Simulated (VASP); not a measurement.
A run of VASP 6.6.1:

The input INCAR:

```
SYSTEM = GaCo
  ALGO = Normal
  EDIFF = 1E-6
  ENCUT = 520
  GGA = PE
  ISIF = 2
  ISMEAR = -1
  LASPH = .True.
  LCHARG = .False.
  LREAL = .False.
  LWAVE = .False.
  NBANDS = 30
  NELM = 100
  PREC = Accurate
  SIGMA = 0.05
```

File KPOINTS:

```
k-points
0
Gamma
  6 9 6
  0 0 0
```

POSCAR

```
GaCo
1.0
   -2.8831000000      0.0000000000     -2.8831000000
    0.0000000000     -2.8831000000      0.0000000000
   -2.8831000000      0.0000000000      2.8831000000
Ga Co
2 2
Direct
    0.0000000000      0.5000000000      0.5000000000
    0.5000000000      0.5000000000      0.0000000000
    0.0000000000      0.0000000000      0.0000000000
    0.5000000000      0.0000000000      0.5000000000
```

Potentials or basis: VASP PAW PBE potentials, release 64 (Ga_d, Co).

Command:

```bash
$ cat potpaw_PBE.64/Ga_d/POTCAR potpaw_PBE.64/Co/POTCAR > POTCAR
$ mpirun -np 1 vasp_std > vasp.out
```

Hardware: 1 thread of Intel Xeon 8259CL (shared host).

**Question.** How long does it take, and how much memory?

**Answer.** Wall time 88 s on 1 thread of Intel Xeon 8259CL, on a shared host, peak memory 0.2 GiB. Counts: scf iterations 13, k points 50.
